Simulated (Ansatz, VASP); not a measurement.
## One calculation of AlNi3, two programs

INCAR

```
PREC = Accurate
ENCUT = 520
EDIFF = 1E-6
ISMEAR = 0
SIGMA = 0.1
LREAL = F
LASPH = T
NELM = 60
ALGO = Fast
ISIF = 2
LWAVE = F
LCHARG = F
GGA = PE
NBANDS = 24
```

KPOINTS

```
regular mesh
0
Gamma
  10 10 10
```

The input POSCAR:

```
AlNi3
1.0
    0.0091803197      2.8086990902      2.8014686452
    2.8035150590      0.0061289969      2.8045199680
    2.8105818206      2.8188171747     -0.0009377647
Al Ni
1 3
Direct
    0.5179937806      0.4754529908      0.4812022906
    0.2347094222      0.2129657574      0.2359009799
    0.0527018359     -0.0376585175      0.0301498793
    0.7728995969      0.7206613382      0.8016672262
```

Input for Ansatz:

```yaml
crystal:
  lattice:
    - [0.0091803197, 2.8086990902, 2.8014686452]
    - [2.803515059, 0.0061289969, 2.804519968]
    - [2.8105818206, 2.8188171747, -0.0009377647]
  atoms:
    - { symbol: Al, position: [0.5179937806, 0.4754529908, 0.4812022906] }
    - { symbol: Ni, position: [0.2347094222, 0.2129657574, 0.2359009799] }
    - { symbol: Ni, position: [0.0527018359, -0.0376585175, 0.0301498793] }
    - { symbol: Ni, position: [0.7728995969, 0.7206613382, 0.8016672262] }
basis:
  ecutwfc: 420
kpoints:
  mp_grid: { grid: [10, 10, 10] }
hamiltonian:
  xc: pbe
scf:
  occupations: { method: gaussian, width: 0.1 }
output:
  forces: true
  stress: true
  eigenvalues: true
```

Change from the starting cell: all atoms moved at random (sigma 0.1 Å), cell strained at random (1 %).

Alike in both runs: task single point; functional PBE; k mesh 10 × 10 × 10; occupations gaussian, width 0.1 eV; no spin polarisation.

|  | VASP | Ansatz |
| --- | --- | --- |
| version | VASP 6.6.1 | Ansatz 0.2.0 |
| potentials or method | VASP PAW PBE potentials, release 64 (Al, Ni), cutoff 520 eV | scalar-relativistic, plane waves, PAW |
| valence electrons in the cell | 33 | 57 |

|  | VASP | Ansatz | Ansatz less VASP |
| --- | --- | --- | --- |
| gap on the k mesh at the Fermi level (eV) | none | none | - |
| pressure (GPa) | 15.7 | 15.9 | +0.21 |
| traceless stress, the component that is largest in VASP (GPa) | 4.79 | 4.92 | +0.131 |
| rms of the force components (eV/Å) | 1.687 | 1.697 | +0.0094 |

Atom by atom the forces differ by 0.013 eV/Å (rms over components). A gap of «none» marks a metal or a gap that the smearing closes. VASP's potentials hold 33 valence electrons a cell and Ansatz's 57, so a difference there can come from the potentials and not from the codes.
